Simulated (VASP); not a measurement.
Write the native input for VASP 6.6.1 that does the following.

| Quantity | Value |
| --- | --- |
| Task | single point |
| Functional | PBE |
| Potentials or basis | VASP PAW PBE potentials, release 64 (Re) |
| Cutoff | 520 eV |
| k mesh | 10 × 10 × 10 |
| Occupations | gaussian, width 0.15 eV |
| Spin | no spin polarisation |
| Dipole correction | no |
| Further INCAR settings | ALGO = Fast; EDIFF = 1e-06; NBANDS = 10 |

The structure of Re lies in POSCAR:

```
Re
1.0
    0.0000000000      2.1929122730      1.6102554820
    2.1929122730      0.0000000000      1.6102554820
    2.1929122730      2.1929122730      0.0000000000
Re
1
Direct
    0.0000000000      0.0000000000      0.0000000000
```

This cell differs from its parent crystal: volume 15.487 Å^3 an atom, c/a of the conventional cell 0.7343.

These files were run (other wordings do the same):

INCAR

```
ALGO     = Fast           # electronic algorithm
EDIFF    = 1E-6           # SCF threshold, eV
ENCUT    = 520            # plane-wave cutoff, eV
GGA      = PE             # functional
ISIF     = 2              # what is computed and relaxed
ISMEAR   = 0              # smearing method
LASPH    = True           # aspherical terms in the spheres
LCHARG   = False          # write CHGCAR
LREAL    = False          # projectors in reciprocal space
LWAVE    = False          # write WAVECAR
NBANDS   = 10             # bands
NELM     = 100            # most SCF steps
PREC     = Accurate       # precision mode
SIGMA    = 0.15           # smearing width, eV
```

KPOINTS

```
k-points
0
Gamma
  10 10 10
```

Potentials or basis: VASP PAW PBE potentials, release 64 (Re).

The run is started by

```bash
$ cat potpaw_PBE.64/Re/POTCAR > POTCAR
$ mpirun -np 1 vasp_std > vasp.out
```

It gave:

The pressure is -9.3 GPa.

Run time: 13 s on 1 thread of Intel(R) Xeon(R) Platinum 8488C (Sapphire Rapids), with other jobs on the host, peak memory 0.14 GiB.
